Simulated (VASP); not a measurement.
Write the native input for VASP 6.6.1 that does the following.

```
Task                   : single point
Functional             : PBE
Potentials or basis    : VASP PAW PBE potentials, release 64 (Ga_d, P)
Cutoff                 : 520 eV
k mesh                 : 8 × 8 × 8
Occupations            : fermi-dirac, width 0.02 eV
Spin                   : no spin polarisation
Dipole correction      : no
Further INCAR settings : ALGO = Normal; EDIFF = 1e-06; NBANDS = 16
```

The structure of GaP lies in POSCAR:

```
GaP
1.0
    0.0000000000      2.7253992874      2.6436373088
    2.7253992874      0.0000000000      2.6436373088
    2.7253992874      2.7253992874      0.0000000000
Ga P
1 1
Direct
    0.0000000000      0.0000000000      0.0000000000
    0.2500000000      0.2500000000      0.2500000000
```

This cell differs from its parent crystal: uniaxial z strain -3.0%.

One way to write it, as run:

INCAR

```
SYSTEM = GaP
PREC = Accurate
ENCUT = 520
EDIFF = 1E-6
ISMEAR = -1
SIGMA = 0.02
LREAL = .FALSE.
LASPH = .TRUE.
NELM = 80
ALGO = Normal
ISIF = 2
LWAVE = .FALSE.
LCHARG = .TRUE.
GGA = PE
LELF = .TRUE.
LVHAR = .TRUE.
NBANDS = 16
```

KPOINTS

```
Automatic mesh
0
G
  8 8 8
  0 0 0
```

Potentials or basis: VASP PAW PBE potentials, release 64 (Ga_d, P).

The run is started by

```bash
$ cat potpaw_PBE.64/Ga_d/POTCAR potpaw_PBE.64/P/POTCAR > POTCAR
$ mpirun -np 1 vasp_std > vasp.out
```

Results of the run:

- Pressure: 5.2 GPa
- Band gap on the k mesh: 1.30 eV, indirect (least direct gap 1.96 eV)

Caveat: the cell differs from its parent crystal (uniaxial z strain -3.0%).

Wall time 42 s on 1 thread of Intel(R) Xeon(R) Platinum 8488C (Sapphire Rapids) (shared host), peak memory 0.18 GiB.
